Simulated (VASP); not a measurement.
# SnO (P4/nmm) in VASP: a series of runs, part 3 of 3

VASP 6.6.1.

### Step 4. Single point, PBEsol+D3(BJ) (strain -0.025 along x and y, +0.000 along z)

Contents of INCAR:

```
PREC = Accurate
ENCUT = 520
EDIFF = 1E-7
ISMEAR = 0
SIGMA = 0.15
LREAL = False
LASPH = True
NELM = 100
ALGO = Normal
ISIF = 2
LWAVE = False
LCHARG = False
GGA = PS
IVDW = 12
NBANDS = 28
```

Contents of KPOINTS:

```
Automatic mesh
0
Gamma
  12 12 10
```

Contents of POSCAR:

```
SnO
1.0
    3.7069500000      0.0000000000      0.0000000000
    0.0000000000      3.7069500000      0.0000000000
    0.0000000000      0.0000000000      4.8360000000
Sn O
2 2
Direct
    0.0000000000      0.5000000000      0.2385000000
    0.5000000000      0.0000000000      0.7615000000
    0.0000000000      0.0000000000      0.0000000000
    0.5000000000      0.5000000000      0.0000000000
```

Potentials or basis: VASP PAW PBE potentials, release 64 (Sn_d, O).

Started as:

```sh
$ cat potpaw_PBE.64/Sn_d/POTCAR potpaw_PBE.64/O/POTCAR > POTCAR
$ mpirun -np 1 vasp_std > vasp.out
```

OUTCAR:

```text
PREC = Accurate
   ENCUT = 520
   EDIFF = 1E-7
   ISMEAR = 0
   LREAL = False
   LASPH = True
   NELM = 100
   ISIF = 2
   GGA = PS
   IVDW = 12
 IVDW          = 12

 ion  position               nearest neighbor table
   1  0.000  0.500  0.239-   3 2.18   4 2.18   3 2.18   4 2.18   2 3.49   2 3.49   2 3.49   2 3.49
                             2 3.64   2 3.64   2 3.64   2 3.64
   2  0.500  0.000  0.761-   3 2.18   4 2.18   4 2.18   3 2.18   1 3.49   1 3.49   1 3.49   1 3.49
                             1 3.64   1 3.64   1 3.64   1 3.64
   3  0.000  0.000  0.000-   1 2.18   2 2.18   1 2.18   2 2.18
[... 954 lines left out ...]
  --------------------------------------------------------------------------------------
  -------------------------------------------------------------------------------------
  Total       2.10533     2.10533     0.56913     0.00000     0.00000     0.00000
  in kB      50.75868    50.75868    13.72144     0.00000     0.00000     0.00000
  external pressure =       38.41 kB  Pullay stress =        0.00 kB

 VOLUME and BASIS-vectors are now :
 -----------------------------------------------------------------------------
  energy-cutoff  :      520.00
  volume of cell :       66.45
      direct lattice vectors                 reciprocal lattice vectors
     3.706950000  0.000000000  0.000000000     0.269763552  0.000000000  0.000000000
     0.000000000  3.706950000  0.000000000     0.000000000  0.269763552  0.000000000
     0.000000000  0.000000000  4.836000000     0.000000000  0.000000000  0.206782465

 POSITION                                       TOTAL-FORCE (eV/Angst)
 -----------------------------------------------------------------------------------
      0.00000      1.85347      1.15339         0.000000      0.000000      0.814950
      1.85347      0.00000      3.68261        -0.000000      0.000000     -0.814950
      0.00000      0.00000      0.00000         0.000000     -0.000000      0.000000
      1.85347      1.85347      0.00000         0.000000      0.000000      0.000000
 -----------------------------------------------------------------------------------
    total drift:                                0.000000      0.000000      0.000000

  FREE ENERGIE OF THE ION-ELECTRON SYSTEM (eV)
  ---------------------------------------------------
  free  energy   TOTEN  =       -25.0393904861 eV

  energy  without entropy=      -25.0364065651  energy(sigma->0) =      -25.03789853
```

OSZICAR:

```text
N       E                     dE             d eps       ncg     rms          rms(c)
DAV:   1     0.415218542437E+03    0.41522E+03   -0.19894E+04  9724   0.223E+03
DAV:   2     0.349387892196E+02   -0.38028E+03   -0.36490E+03  9684   0.541E+02
DAV:   3    -0.245176075376E+02   -0.59456E+02   -0.58268E+02 10768   0.180E+02
DAV:   4    -0.272734041620E+02   -0.27558E+01   -0.27418E+01 10900   0.411E+01
DAV:   5    -0.273384629226E+02   -0.65059E-01   -0.65051E-01 10268   0.681E+00    0.109E+01
DAV:   6    -0.241587199111E+02    0.31797E+01   -0.13401E+01 15296   0.423E+01    0.468E+00
DAV:   7    -0.241623691222E+02   -0.36492E-02   -0.16280E+00 10896   0.783E+00    0.243E+00
DAV:   8    -0.241389436924E+02    0.23425E-01   -0.25852E-01 13024   0.359E+00    0.765E-01
DAV:   9    -0.241284107732E+02    0.10533E-01   -0.43311E-02 14436   0.251E+00    0.202E-01
DAV:  10    -0.241292147985E+02   -0.80403E-03   -0.56084E-03 12816   0.726E-01    0.104E-01
DAV:  11    -0.241290396999E+02    0.17510E-03   -0.99842E-04 14500   0.336E-01    0.213E-02
DAV:  12    -0.241290650747E+02   -0.25375E-04   -0.20800E-04 10904   0.842E-02    0.306E-02
DAV:  13    -0.241290549385E+02    0.10136E-04   -0.32548E-05 13332   0.543E-02    0.405E-03
DAV:  14    -0.241290548552E+02    0.83230E-07   -0.32571E-06 10304   0.103E-02    0.227E-03
DAV:  15    -0.241290549290E+02   -0.73809E-07   -0.27046E-07  7560   0.521E-03
   1 F= -.25039390E+02 E0= -.25037899E+02  d E =-.298392E-02
```

Wall time 7.4 min (1 thread of Intel Xeon 8259CL, shared host); peak memory 0.37 GiB.

Results:

| Property | Result |
| --- | --- |
| Free energy | -25.0394 eV |
| Pressure | 3.8 GPa |
| Largest force | 0.815 eV/Å |
| Band gap on the k mesh | zero (bands 20 and 21 overlap by 0.30 eV) |
| Dispersion energy per atom | -0.228 eV |

Forces in eV/Å, atoms in the order of the input:
```
Sn   0.000  0.000  0.815
Sn   0.000  0.000 -0.815
O    0.000  0.000  0.000
O    0.000  0.000  0.000
```

Caveat: the cell differs from its parent crystal (strain -0.025 along x and y, +0.000 along z); the cell stands under pressure; semilocal functionals underestimate gaps, and a narrow one can read as zero; the PAW data sets were made with another functional, which shifts forces and pressure a little; spin-orbit coupling is left out, which moves the levels of the heavy elements.

### Step 5. Single point, PBEsol+D3(BJ) (strain +0.000 along x and y, -0.025 along z)

Contents of INCAR:

```
SYSTEM = SnO
PREC = Accurate ; ENCUT = 520
EDIFF = 1E-7 ; ISMEAR = 0
SIGMA = 0.15 ; LREAL = .False.
LASPH = .True. ; NELM = 80
ALGO = Normal ; ISIF = 2
LWAVE = .False. ; LCHARG = .True.
GGA = PS ; IVDW = 12
LELF = .True. ; LVHAR = .True.
NBANDS = 28
```

Contents of KPOINTS:

```
regular mesh
0
Gamma
  12 12 10
  0 0 0
```

Contents of POSCAR:

```
SnO
1.0
    3.8020000000      0.0000000000      0.0000000000
    0.0000000000      3.8020000000      0.0000000000
    0.0000000000      0.0000000000      4.7151000000
Sn O
2 2
Direct
    0.0000000000      0.5000000000      0.2385000000
    0.5000000000      0.0000000000      0.7615000000
    0.0000000000      0.0000000000      0.0000000000
    0.5000000000      0.5000000000      0.0000000000
```

Started as:

```sh
$ cat potpaw_PBE.64/Sn_d/POTCAR potpaw_PBE.64/O/POTCAR > POTCAR
$ mpirun -np 1 vasp_std > vasp.out
```

It took 7.7 min on 1 thread of Intel Xeon 8259CL, shared host; peak memory 0.38 GiB.

The run converged. Its results:

```yaml
Free_energy: -25.0818 eV
Pressure: 0.2 GPa
Largest_force: 0.615 eV/Å
Band_gap_on_the_k_mesh: 0.02 eV (least direct gap 1.83 eV)
Dispersion_energy_per_atom: -0.222 eV
```

Forces on the atoms (eV/Å):
```
Sn   0.000  0.000  0.615
Sn   0.000  0.000 -0.615
O    0.000  0.000  0.000
O    0.000  0.000  0.000
```

Stress tensor (GPa, compression positive):
```
-0.08  0.00  0.00
 0.00 -0.08  0.00
 0.00  0.00  0.71
```

Levels at points of the mesh, in eV from the valence-band top:
```tsv
k point	band 18	band 19	band 20	band 21	band 22	band 23
(0.00, 0.00, 0.00)	-3.37	-3.37	-0.04	2.09	4.45	4.69
(0.50, 0.00, 0.00)	-5.08	-2.73	-2.73	3.33	3.33	5.95
(0.50, 0.50, 0.00)	-2.68	-1.81	-1.81	0.02	0.02	4.52
(0.00, 0.00, 0.50)	-3.39	-2.94	-2.14	1.45	2.86	2.86
(0.50, 0.00, 0.50)	-5.04	-1.70	-1.70	2.70	2.70	5.39
(0.50, 0.50, 0.50)	-2.73	-2.68	-2.68	2.40	2.40	4.22
```

Caveat: the cell differs from its parent crystal (strain +0.000 along x and y, -0.025 along z); the smearing spreads over this small gap; semilocal functionals underestimate gaps, and a narrow one can read as zero; the PAW data sets were made with another functional, which shifts forces and pressure a little; spin-orbit coupling is left out, which moves the levels of the heavy elements.

### Step 6. Overview

```tsv
cell	gap on the mesh (eV)	pressure (GPa)	largest force (eV/Å)
a = 3.612, b = 3.612, c = 5.078 Å, 4 atoms	none	5.4	0.39
a = 3.802, b = 3.802, c = 4.594 Å, 4 atoms	0.06	2.4	1.07
a = 3.707, b = 3.707, c = 4.836 Å, 4 atoms	none	3.8	0.81
a = 3.802, b = 3.802, c = 4.715 Å, 4 atoms	0.02	0.2	0.61
```

Alike in all rows: task single point; level PBEsol+D3(BJ); potentials or basis VASP PAW PBE potentials, release 64 (Sn_d, O); no spin polarisation; k mesh 12 × 12 × 10; cutoff (eV) 520; smearing gaussian 0.15 eV.

Caveats: semilocal functionals underestimate gaps, and a narrow one can read as zero; the PAW data sets were made with another functional, which shifts forces and pressure a little; spin-orbit coupling is left out, which moves the levels of the heavy elements; the smearing spreads over this small gap (at least some runs); the stress differs along the axes, from -2 to 9 GPa (at least some runs); the cell stands under pressure (at least some runs).

Total energies depend on the potentials used, so only differences within one code and one set of settings carry meaning.
